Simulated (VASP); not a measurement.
Here is a VASP 6.6.1 calculation.

Contents of INCAR:

```
SYSTEM = Ge
  PREC = Accurate
  ENCUT = 520
  EDIFF = 1E-7
  ISMEAR = -1
  SIGMA = 0.05
  LREAL = Auto
  LASPH = .True.
  NELM = 100
  ALGO = Normal
  ISIF = 2
  LWAVE = .False.
  LCHARG = .False.
  GGA = PE
  NBANDS = 133
```

The input KPOINTS:

```
regular mesh
0
Gamma
  2 2 2
  0 0 0
```

The input POSCAR:

```
Ge
1.0
    0.0000000000      5.6600000000      5.6600000000
    5.6600000000      0.0000000000      5.6600000000
    5.6600000000      5.6600000000      0.0000000000
Ge
17
Direct
   -0.0494434629     -0.0743904594      0.1345141343
    0.0979063604      0.0913692580      0.1809098940
    0.0232685512     -0.0283568905      0.5610247350
   -0.0179151943      0.1535159011      0.7774911661
    0.0599734982      0.4300441696      0.0107862191
    0.1622173145      0.5646731449      0.1234363958
   -0.0491696113      0.4908127208      0.5285159011
    0.2019787986      0.5986219081      0.6116431095
    0.4737014134      0.0284540636     -0.0071819788
    0.5642491166      0.0873409894      0.1959452297
    0.3512014134      0.1317491166      0.5490459364
    0.6464840989      0.1958833922      0.5815017668
    0.5399028269      0.4562455830     -0.0036484099
    0.7426678445      0.6842756184     -0.0792932862
    0.5662367491      0.5609717314      0.3990636042
    0.4873056537      0.7354858657      0.5938957597
    0.7622703180      0.8539310954      0.5310159011
```

Potentials or basis: VASP PAW PBE potentials, release 64 (Ge_d).

Command:

```console
$ cat potpaw_PBE.64/Ge_d/POTCAR > POTCAR
$ mpirun -np 1 vasp_std > vasp.out
```

Question: Predict the band gap on the k mesh.

Answer: Zero (bands 119 and 120 overlap by 0.07 eV).

Question: What does it give for the pressure?

Answer: 6.1 GPa.

Stress tensor (GPa, compression positive):
```
 6.46 -0.06  1.78
-0.06  5.44  0.49
 1.78  0.49  6.30
```

Caveat: the k points lie up to 0.48 Å⁻¹ apart.
